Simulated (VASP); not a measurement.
**Cr: relaxation of cell and atoms with RPBE**

The system is Cr.

```xyz
2
Lattice="2.5693 0.0000 0.0000 -1.2846 2.2250 0.0000 0.0000 0.0000 4.1956" Properties=species:S:1:pos:R:3 pbc="T T T"
Cr    0.0000    1.4834    1.0489
Cr    1.2846    0.7417    3.1467
```

```yaml
Program: VASP 6.6.1
Task: relaxation of cell and atoms
Functional: RPBE
Potentials_or_basis: VASP PAW PBE potentials, release 64 (Cr_pv)
Cutoff: 600 eV
k_mesh: 14 × 14 × 8
Occupations: fermi-dirac, width 0.05 eV
Spin: collinear spin, antiferromagnetic start
Starting_moments: "[1.5, -1.5] μB"
Dipole_correction: no
Further_INCAR_settings: ALGO = Normal; EDIFF = 1e-06; IBRION = 2; EDIFFG = -0.01; NSW = 80; ISIF = 3
```

```json
{
  "Relaxed volume": "12.16 Å³/atom",
  "Relaxed cell": "a = 2.501 Å, b = 2.501 Å, c = 4.488 Å, α = 90.00°, β = 90.00°, γ = 120.00°",
  "Space group after relaxing (to 0.05 Å)": "P6_3/mmc (No. 194)",
  "Energy gained by relaxing": "47.8 meV/atom",
  "Ionic steps": "9",
  "Pressure after relaxing": "-0.1 GPa",
  "Band gap on the k mesh": "zero (filled and empty bands overlap)",
  "Net moment": "0.00 μB per cell",
  "Valence electrons inside the program's atomic spheres": "Cr 10.99"
}
```

Stress tensor (GPa, compression positive):
```
-0.11  0.00  0.00
 0.00 -0.11  0.00
 0.00  0.00  0.03
```

Step by step:
| step | energy change (eV) | largest force (eV/Å) | pressure (GPa) | volume (Å³) |
| --- | --- | --- | --- | --- |
| 1 | 0.0000 | 0.0000 | 2.59 | 23.99 |
| 2 | -0.0618 | 0.0000 | -3.38 | 24.65 |
| 3 | -0.0747 | 0.0000 | -6.28 | 25.02 |
| 4 | -0.0913 | 0.0000 | -1.69 | 24.53 |
| 5 | -0.0921 | 0.0000 | -2.43 | 24.62 |
| 6 | -0.0955 | 0.0000 | -0.52 | 24.37 |
| 7 | -0.0956 | 0.0000 | -0.20 | 24.33 |
| 8 | -0.0956 | 0.0000 | 0.01 | 24.32 |
| 9 | -0.0956 | 0.0000 | -0.06 | 24.32 |

Final structure:
```
Cr
1.0
     2.50141    0.00000    0.00000
    -1.25071    2.16629    0.00000
     0.00000    0.00000    4.48762
Cr
2
Direct
  0.33333 0.66667 0.25000
  0.66667 0.33333 0.75000
```

Levels at points of the mesh, in eV from the Fermi level:
Spin up:
| k point | band 8 | band 9 | band 10 | band 11 | band 12 | band 13 | band 14 | band 15 | band 16 |
| --- | --- | --- | --- | --- | --- | --- | --- | --- | --- |
| (0.00, 0.00, 0.00) | -4.00 | -1.20 | -0.34 | -0.34 | -0.33 | -0.02 | -0.02 | 1.06 | 1.06 |
| (0.50, 0.00, 0.00) | -3.39 | -3.29 | -0.91 | -0.61 | -0.30 | -0.11 | 2.22 | 2.73 | 2.85 |
| (0.00, 0.00, 0.50) | -5.60 | -1.59 | -1.59 | -0.31 | -0.31 | -0.31 | -0.31 | 1.74 | 1.74 |
| (0.50, 0.00, 0.50) | -3.81 | -2.40 | -2.40 | 0.93 | 0.93 | 1.22 | 1.22 | 2.80 | 2.80 |
Spin down:
| k point | band 9 | band 10 | band 11 | band 12 | band 13 | band 14 | band 15 | band 16 |
| --- | --- | --- | --- | --- | --- | --- | --- | --- |
| (0.00, 0.00, 0.00) | -1.20 | -0.34 | -0.34 | -0.33 | -0.02 | -0.02 | 1.06 | 1.06 |
| (0.50, 0.00, 0.00) | -3.29 | -0.91 | -0.61 | -0.30 | -0.11 | 2.22 | 2.73 | 2.85 |
| (0.00, 0.00, 0.50) | -1.59 | -1.59 | -0.31 | -0.31 | -0.31 | -0.31 | 1.74 | 1.74 |
| (0.50, 0.00, 0.50) | -2.40 | -2.40 | 0.93 | 0.93 | 1.22 | 1.22 | 2.80 | 2.80 |

Run time: 6.2 min on 1 thread of Intel Xeon 6975P-C, with other jobs on the host, peak memory 0.24 GiB.

Caveat: the starting moments collapsed, and a magnetic state may lie lower; the PAW data sets were made with another functional, which shifts forces and pressure a little.
